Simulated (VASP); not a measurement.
A run of VASP 6.6.1:

Contents of POSCAR:

```
Pt
1.0
    2.7329693126      0.0000000000      0.0000000000
   -1.3664846563      2.3668208525      0.0000000000
    0.0000000000      0.0000000000      4.7653532693
Pt
2
Direct
    0.6666666667      0.3333333333      0.7500000000
    0.3333333333      0.6666666667      0.2500000000
```

The input INCAR.step1:

```
PREC = Accurate
ENCUT = 520
ISMEAR = 0
SIGMA = 0.1
LREAL = False
LASPH = True
NELM = 100
NBANDS = 17
GGA = PE
ALGO = Normal
EDIFF = 1E-4
LWAVE = True
LCHARG = False
```

INCAR.step2

```
PREC = Accurate
ENCUT = 520
EDIFF = 1E-7
ISMEAR = 0
SIGMA = 0.1
LREAL = False
LASPH = True
NELM = 100
ALGO = Normal
ISIF = 2
LWAVE = False
LCHARG = False
METAGGA = R2SCAN
LMIXTAU = True
NBANDS = 17
ISTART = 1
```

Contents of KPOINTS:

```
regular mesh
0
Gamma
  18 18 10
```

Potentials or basis: VASP PAW PBE potentials, release 64 (Pt).

Launch:

```bash
$ cat potpaw_PBE.64/Pt/POTCAR > POTCAR
$ cp INCAR.step1 INCAR
$ mpirun -np 1 vasp_std > vasp.out
$ cp INCAR.step2 INCAR
$ mpirun -np 1 vasp_std > vasp.out
```

Hardware: 1 thread of Intel Xeon 6975P-C, with other jobs on the host.

Problem. How long does it take, and how much memory?

Solution. Wall time 4.5 min on 1 thread of Intel Xeon 6975P-C (shared host), peak memory 0.22 GiB. Counts: k points 222.
